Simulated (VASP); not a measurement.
Si, 2 atoms in the cell. The structure is tetragonal, space group I4_1/amd (No. 141). Conventional cell: a = 3.751 Å, b = 3.751 Å, c = 5.444 Å, α = 90.00°, β = 90.00°, γ = 90.00°. Within 3.1 Å of Si (site symmetry -4m2) lie 4 Si at 2.32 Å.  This cell differs from its parent crystal: biaxial xy strain -2.6%.

- Program: VASP 6.6.1
- Task: single point
- Functional: HSE06
- Potentials or basis: VASP PAW PBE potentials, release 64 (Si)
- Cutoff: 520 eV
- k mesh: 6 × 6 × 6
- Occupations: gaussian, width 0.01 eV
- Spin: no spin polarisation
- Dipole correction: no
- Grid for exact exchange (PRECFOCK): Normal
- Further INCAR settings: ALGO = Normal; EDIFF = 1e-06; NBANDS = 11
- Share of exact exchange: 0.25
- Screening parameter: 0.2079 1/Å

Potentials or basis: VASP PAW PBE potentials, release 64 (Si).

The run is started by

```sh
$ cat potpaw_PBE.64/Si/POTCAR > POTCAR
$ cp INCAR.step1 INCAR
$ mpirun -np 1 vasp_std > vasp.out
$ cp INCAR.step2 INCAR
$ mpirun -np 1 vasp_std > vasp.out
```

Hardware: 1 thread of Intel Xeon 8259CL, on a shared host.

Task: Estimate the wall time of this run.

Result: Wall time 24 min on 1 thread of Intel Xeon 8259CL (shared host), peak memory 0.27 GiB. Counts: k points 30.
